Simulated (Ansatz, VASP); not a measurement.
# Bi2Se3 in VASP and in Ansatz

```
CELL_PARAMETERS angstrom
2.07150 1.19598 9.64079
-2.07150 1.19598 9.64079
0.00000 -2.39196 9.64079
ATOMIC_POSITIONS crystal
Bi 0.59920 0.59920 0.59920
Bi 0.40080 0.40080 0.40080
Se 0.78830 0.78830 0.78830
Se 0.21170 0.21170 0.21170
Se 0.00000 0.00000 0.00000
```

Alike in both runs: task single point; functional PBE; k mesh 6 × 6 × 6; occupations fermi-dirac, width 0.05 eV; no spin polarisation.

```csv
,VASP,Ansatz
version,VASP 6.6.1,Ansatz 0.2.0
potentials or method,"VASP PAW PBE potentials, release 64 (Bi_d, Se)",Ansatz PAW
plane-wave cutoff (eV),520,420
valence electrons in the cell,48,78
```

Ansatz gave:

* gap on the k mesh at the Fermi level (eV): 0.26
* least direct gap on the mesh (eV): 0.26
* pressure (GPa): 1.9
* traceless stress, the component that is largest in VASP (GPa): -0.23
* rms of the force components (eV/Å): 0.065

Question: What did VASP give for the same quantities?

Answer: gap on the k mesh at the Fermi level (eV): 0.26; least direct gap on the mesh (eV): 0.26; pressure (GPa): 1.9; traceless stress, the component that is largest in VASP (GPa): -0.23; rms of the force components (eV/Å): 0.070.

Atom by atom the forces differ by 0.006 eV/Å (rms over components). The functional is the same, so the differences come from potentials, cutoffs and numerics. VASP's potentials hold 48 valence electrons a cell and Ansatz's 78, so a difference there can come from the potentials and not from the codes.

Spin-orbit coupling is off throughout.
